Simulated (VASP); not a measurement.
Here is a VASP 6.6.1 calculation.

File INCAR:

```
PREC     = Accurate       # precision mode
ENCUT    = 520            # plane-wave cutoff, eV
EDIFF    = 1E-6           # SCF threshold, eV
ISMEAR   = 1              # smearing method
SIGMA    = 0.1            # smearing width, eV
LREAL    = F              # projectors in reciprocal space
LASPH    = T              # aspherical terms in the spheres
NELM     = 60             # most SCF steps
ALGO     = Normal         # electronic algorithm
ISIF     = 2              # what is computed and relaxed
LWAVE    = F              # write WAVECAR
LCHARG   = T              # write CHGCAR
GGA      = PE             # functional
LELF     = T              # ELF
LVHAR    = T            
NBANDS   = 8              # bands
```

Contents of KPOINTS:

```
regular mesh
0
Gamma
  12 12 12
```

POSCAR

```
Al
1.0
    0.0000000000      2.0774207080      2.0774207080
    2.0774207080      0.0000000000      2.0774207080
    2.0774207080      2.0774207080      0.0000000000
Al
1
Direct
    0.0000000000      0.0000000000      0.0000000000
```

Potentials or basis: VASP PAW PBE potentials, release 64 (Al).

Launch:

```bash
$ cat potpaw_PBE.64/Al/POTCAR > POTCAR
$ mpirun -np 1 vasp_std > vasp.out
```

Task: What does it give for the pressure?

Result: -5.5 GPa.
